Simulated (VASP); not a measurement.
Runs of VASP 6.6.1 on AlN. The structure is that of space group P6_3/mmc (No. 194), or close to it. The cells are those of the table. 

```tsv
level	cell	smearing	gap on the mesh (eV)	pressure (GPa)
r2SCAN	a = 3.473, b = 3.338, c = 4.137 Å, angles 90.0, 90.0, 121.3°, 4 atoms	gaussian 0.01 eV	3.72	-12.0
r2SCAN	a = 3.267, b = 3.267, c = 4.105 Å, angles 90.0, 90.0, 120.0°, 4 atoms	gaussian 0.01 eV	(a)	(b)
PBE	a = 3.473, b = 3.338, c = 4.137 Å, angles 90.0, 90.0, 121.3°, 4 atoms	fermi-dirac 0.02 eV	(c)	-6.4
PBE	a = 3.267, b = 3.267, c = 4.105 Å, angles 90.0, 90.0, 120.0°, 4 atoms	fermi-dirac 0.02 eV	3.64	10.7
```

Alike in all rows: task single point; potentials or basis VASP PAW PBE potentials, release 64 (Al, N); no spin polarisation; k mesh 12 × 12 × 6; cutoff (eV) 520.

Estimate the missing entries.

(a) 4.24; (b) 5.0; (c) 3.14.

Caveats: the PAW data sets were made with another functional, which shifts forces and pressure a little (some runs).

A k mesh can miss the band edges.
